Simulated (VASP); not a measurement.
BN: relaxation of cell and atoms with LDA

Crystal: BN.

```xyz
4
Lattice="2.4982 0.0000 0.0000 -1.2491 2.1635 0.0000 0.0000 0.0000 6.6357" Properties=species:S:1:pos:R:3 pbc="T T T"
B     0.0000    1.4424    1.6589
B     1.2491    0.7212    4.9768
N     0.0000    1.4424    4.9768
N     1.2491    0.7212    1.6589
```

```json
{
  "Program": "VASP 6.6.1",
  "Task": "relaxation of cell and atoms",
  "Functional": "LDA",
  "Potentials or basis": "VASP PAW LDA potentials, release 64 (B, N)",
  "Cutoff": "600 eV",
  "k mesh": "12 × 12 × 4",
  "Occupations": "gaussian, width 0.02 eV",
  "Spin": "no spin polarisation",
  "Dipole correction": "no",
  "Further INCAR settings": "ALGO = Normal; EDIFF = 1e-06; IBRION = 2; EDIFFG = -0.005; NSW = 100; ISIF = 3"
}
```

The relaxed volume is 8.63 Å³/atom, the relaxed cell is a = 2.490 Å, b = 2.490 Å, c = 6.430 Å, α = 90.00°, β = 90.00°, γ = 120.00° and the space group after relaxing (to 0.05 Å) is P6_3/mmc (No. 194). The energy gained by relaxing is 1.4 meV/atom and the ionic steps are 12. The pressure after relaxing is 0.0 GPa and the band gap on the k mesh is 4.03 eV, indirect (least direct gap 4.43 eV).

Step by step:
```tsv
step	energy change (eV)	largest force (eV/Å)	pressure (GPa)	volume (Å³)
1	0.0000	0.0000	-2.65	35.87
2	0.0074	0.0000	4.69	35.10
3	-0.0028	0.0000	-0.23	35.60
4	-0.0028	0.0000	-0.18	35.60
5	-0.0031	0.0000	-0.14	35.53
6	-0.0039	0.0000	-0.10	35.33
7	-0.0051	0.0000	-0.02	34.94
8	-0.0051	0.0000	0.22	34.16
9	-0.0055	0.0000	0.08	34.56
10	-0.0055	0.0000	0.10	34.53
11	-0.0052	0.0000	-0.88	34.61
12	-0.0055	0.0000	0.00	34.53
```

Final structure:
```
CELL_PARAMETERS angstrom
2.49018 0.00000 0.00000
-1.24509 2.15656 0.00000
0.00000 0.00000 6.43049
ATOMIC_POSITIONS crystal
B 0.33333 0.66667 0.25000
B 0.66667 0.33333 0.75000
N 0.33333 0.66667 0.75000
N 0.66667 0.33333 0.25000
```

Levels at points of the mesh, in eV from the valence-band top:
```tsv
k point	band 6	band 7	band 8	band 9	band 10	band 11
(0.00, 0.00, 0.00)	-1.35	-1.30	-1.30	5.14	10.46	11.52
(0.50, 0.00, 0.00)	-4.13	-1.64	-0.40	4.03	5.68	9.63
(0.00, 0.00, 0.50)	-1.33	-1.33	-1.33	7.76	7.76	11.60
(0.50, 0.00, 0.50)	-4.18	-0.99	-0.99	4.55	4.55	10.07
```

Run time: 2.6 min on 1 thread of Intel(R) Xeon(R) Platinum 8488C (Sapphire Rapids) (shared host), peak memory 0.15 GiB.

A k mesh can miss the band edges. A hybrid or GW would open this gap; LDA tends to underestimate it.
